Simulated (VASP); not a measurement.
Set up this calculation in VASP 6.6.1, as the native input.

- Task: single point
- Functional: PBEsol
- Potentials or basis: VASP PAW PBE potentials, release 64 (Pb_d, Se)
- Cutoff: 520 eV
- k mesh: 9 × 9 × 9
- Occupations: fermi-dirac, width 0.01 eV
- Spin: no spin polarisation
- Dipole correction: no
- Further INCAR settings: ALGO = Normal; EDIFF = 1e-06; NBANDS = 17

The structure of PbSe lies in POSCAR:

```
PbSe
1.0
    0.0612430000      3.0927715000      3.0927715000
    3.0927715000      0.0612430000      3.0927715000
    3.0927715000      3.0927715000      0.0612430000
Pb Se
1 1
Direct
    0.0000000000      0.0000000000      0.0000000000
    0.5000000000      0.5000000000      0.5000000000
```

This cell differs from its parent crystal: equal xy, yz and zx shear strains of +2 %.

One way to write it, as run:

INCAR

```
PREC = Accurate
ENCUT = 520
EDIFF = 1E-6
ISMEAR = -1
SIGMA = 0.01
LREAL = False
LASPH = True
NELM = 60
ALGO = Normal
ISIF = 2
LWAVE = False
LCHARG = True
GGA = PS
LELF = True
LVHAR = True
NBANDS = 17
```

KPOINTS

```
regular mesh
0
Gamma
  9 9 9
```

Potentials or basis: VASP PAW PBE potentials, release 64 (Pb_d, Se).

Command:

```bash
$ cat potpaw_PBE.64/Pb_d/POTCAR potpaw_PBE.64/Se/POTCAR > POTCAR
$ mpirun -np 1 vasp_std > vasp.out
```

It gave:

* Pressure: -0.6 GPa
* Band gap on the k mesh: 0.48 eV, indirect (least direct gap 0.63 eV)

Caveat: the cell differs from its parent crystal (equal xy, yz and zx shear strains of +2 %); the PAW data sets were made with another functional, which shifts forces and pressure a little; spin-orbit coupling is left out, which moves the levels of the heavy elements.

Wall time 65 s on 1 thread of Intel(R) Xeon(R) Platinum 8488C (Sapphire Rapids) (shared host), peak memory 0.25 GiB.
